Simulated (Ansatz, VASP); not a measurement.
## One calculation of GaSb, two programs

File INCAR:

```
ALGO = Normal
EDIFF = 1E-6
ENCUT = 520
GGA = PS
GGA_COMPAT = False
ISIF = 2
ISMEAR = -1
LASPH = True
LCHARG = False
LNONCOLLINEAR = True
LORBIT = 11
LORBMOM = True
LREAL = False
LSORBIT = True
LWAVE = False
MAGMOM = 0 0 0 0 0 0
NBANDS = 30
NELM = 150
PREC = Accurate
SIGMA = 0.05
```

The input KPOINTS:

```
k-points
0
Gamma
  8 8 8
```

Contents of POSCAR:

```
GaSb
1.0
    0.0000000000      3.0590000000      3.0590000000
    3.0590000000      0.0000000000      3.0590000000
    3.0590000000      3.0590000000      0.0000000000
Sb Ga
1 1
Direct
    0.7500000000      0.7500000000      0.7500000000
    0.0000000000      0.0000000000      0.0000000000
```

input.yaml

```yaml
crystal:
  lattice:
    - [0.0, 3.059, 3.059]
    - [3.059, 0.0, 3.059]
    - [3.059, 3.059, 0.0]
  atoms:
    - { symbol: Sb, position: [0.75, 0.75, 0.75] }
    - { symbol: Ga, position: [0.0, 0.0, 0.0] }
hamiltonian:
  xc: pbesol
  pseudopotentials: { kind: paw_fr }
magnetization:
  noncollinear: true
  spin_orbit: true
kpoints:
  mp_grid: { grid: [8, 8, 8] }
scf:
  occupations: { method: fermi_dirac, width: 0.05 }
output:
  forces: true
  stress: true
  eigenvalues: true
```

Alike in both runs: task single point; functional PBEsol; k mesh 8 × 8 × 8; occupations fermi-dirac, width 0.05 eV; non-collinear spin, spin-orbit coupling.

```csv
,VASP,Ansatz
version,VASP 6.6.1,Ansatz 0.2.0
potentials or method,"VASP PAW PBE potentials, release 64 (Sb, Ga_d)",Ansatz PAW
plane-wave cutoff (eV),520,420
valence electrons in the cell,18,28
```

Ansatz gave:

```
pressure (GPa) : -0.1
```

Q: Estimate VASP's values.

A: Pressure (GPa): 0.0.

VASP's potentials were made for PBE, not for PBEsol. With one functional, cell and mesh, what is left measures potentials, basis and numerics. VASP's potentials hold 18 valence electrons a cell and Ansatz's 28, so a difference there can come from the potentials and not from the codes.
